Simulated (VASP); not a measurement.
Set up this calculation in VASP 6.6.1, as the native input.

| Property | Result |
| --- | --- |
| Task | single point |
| Functional | PBEsol |
| Potentials or basis | VASP PAW PBE potentials, release 64 (W_sv, C) |
| Cutoff | 520 eV |
| k mesh | 18 × 18 × 16 |
| Occupations | gaussian, width 0.15 eV |
| Spin | no spin polarisation |
| Dipole correction | no |
| Further INCAR settings | ALGO = Normal; EDIFF = 1e-06; NBANDS = 16 |

The structure of WC lies in POSCAR:

```
WC
1.0
    2.9005014360      0.0000000000      0.0000000000
   -1.4502507180      2.5119079273      0.0000000000
    0.0000000000      0.0000000000      2.8290000000
W C
1 1
Direct
    0.0447866734      0.0895733468     -0.1590668081
    0.6666666667      0.3333333333      0.5000000000
```

This cell differs from its parent crystal: atom 1 (W) moved by (+0.225, -0.450) A along y and z.

The input as run:

INCAR

```
SYSTEM = WC
ALGO     = Normal         ! electronic algorithm
EDIFF    = 1E-6           ! SCF threshold, eV
ENCUT    = 520            ! plane-wave cutoff, eV
GGA      = PS             ! functional
ISIF     = 2              ! what is computed and relaxed
ISMEAR   = 0              ! smearing method
LASPH    = .TRUE.         ! aspherical terms in the spheres
LCHARG   = .TRUE.         ! write CHGCAR
LELF     = .TRUE.         ! ELF
LREAL    = .FALSE.        ! projectors in reciprocal space
LVHAR    = .TRUE.       
LWAVE    = .FALSE.        ! write WAVECAR
NBANDS   = 16             ! bands
NELM     = 60             ! most SCF steps
PREC     = Accurate       ! precision mode
SIGMA    = 0.15           ! smearing width, eV
```

KPOINTS

```
k-points
0
G
  18 18 16
  0 0 0
```

Potentials or basis: VASP PAW PBE potentials, release 64 (W_sv, C).

Launch:

```console
$ cat potpaw_PBE.64/W_sv/POTCAR potpaw_PBE.64/C/POTCAR > POTCAR
$ mpirun -np 1 vasp_std > vasp.out
```

Results of the run:

```
Pressure               : 54.0 GPa
Largest force          : 9.198 eV/Å
Band gap on the k mesh : zero (bands 9 and 10 overlap by 1.64 eV)
```

Caveat: the cell differs from its parent crystal (atom 1 (W) moved by (+0.225, -0.450) A along y and z); the stress differs along the axes, from 24 to 88 GPa; the PAW data sets were made with another functional, which shifts forces and pressure a little; spin-orbit coupling is left out, which moves the levels of the heavy elements.

Wall time 6.1 min on 1 thread of Intel Xeon 8259CL (shared host), peak memory 0.53 GiB.
